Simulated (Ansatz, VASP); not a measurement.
TaC: VASP beside Ansatz

INCAR

```
ALGO = Normal ; EDIFF = 1E-6
ENCUT = 600 ; GGA = PE
GGA_COMPAT = False ; ISIF = 2
ISMEAR = 1 ; LASPH = True
LCHARG = False ; LREAL = False
LWAVE = False ; NBANDS = 14
NELM = 120 ; PREC = Accurate
SIGMA = 0.2
```

Contents of KPOINTS:

```
k-points
0
Gamma
  12 12 12
```

POSCAR

```
TaC
1.0
    0.0000000000      2.2230000000      2.2230000000
    2.2230000000      0.0000000000      2.2230000000
    2.2230000000      2.2230000000      0.0000000000
Ta C
1 1
Direct
    0.0000000000      0.0000000000      0.0000000000
    0.5000000000      0.5000000000      0.5000000000
```

Input for Ansatz:

```yaml
crystal:
  lattice:
    bravais: fcc
    a: 4.446
  space_group: 225
  atoms:
    - { symbol: Ta, position: [0.0, 0.0, 0.0] }
    - { symbol: C, position: [0.5, 0.0, 0.0] }
  reduce_to_primitive: true
kpoints:
  mp_grid:
    grid: [12, 12, 12]
hamiltonian:
  xc: pbe
scf:
  occupations:
    method: methfessel_paxton
    width: 0.2
output:
  forces: true
  stress: true
```

Alike in both runs: task single point; functional PBE; k mesh 12 × 12 × 12; occupations methfessel-paxton of order 1, width 0.2 eV; no spin polarisation.

|  | VASP | Ansatz |
| --- | --- | --- |
| version | VASP 6.6.1 | Ansatz 0.2.0 |
| potentials or method | VASP PAW PBE potentials, release 64 (Ta_pv, C) | plane waves, PAW |
| plane-wave cutoff (eV) | 600 | 420 |
| valence electrons in the cell | 15 | 17 |

|  | VASP | Ansatz | Ansatz less VASP |
| --- | --- | --- | --- |
| pressure (GPa) | 7.4 | 6.8 | -0.62 |

The functional is the same, so the differences come from potentials, cutoffs and numerics. VASP's potentials hold 15 valence electrons a cell and Ansatz's 17, so a difference there can come from the potentials and not from the codes.

Spin-orbit coupling is off throughout.
